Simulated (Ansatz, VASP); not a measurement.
## In in VASP and in Ansatz

```xyz
3
Lattice="4.8203 0.0000 0.0000 -2.4101 4.1745 0.0000 0.0000 0.0000 2.9160" Properties=species:S:1:pos:R:3 pbc="T T T"
In    0.0000    0.0000    0.0000
In    0.0000    2.7830    1.4580
In    2.4101    1.3915    1.4580
```

Change from the starting cell: volume scaled by 0.7, LAPW.

Alike in both runs: task single point; functional PBE; k mesh 8 × 8 × 10; occupations fermi-dirac, width 0.1 eV; no spin polarisation.

```csv
,VASP,Ansatz
version,VASP 6.6.1,Ansatz 0.2.0
potentials or method,"VASP PAW PBE potentials, release 64 (In_d), cutoff 520 eV","all-electron LAPW, scalar-relativistic"
```

|  | VASP | Ansatz | Ansatz less VASP |
| --- | --- | --- | --- |
| pressure (GPa) | 30.6 | 30.6 | -0.01 |
| traceless stress, the component that is largest in VASP (GPa) | -0.10 | -0.10 | -0.003 |

Both programs put the cell under a high pressure, so it lies far from rest at this level. Ansatz ran all-electron here, and VASP with PAW potentials.
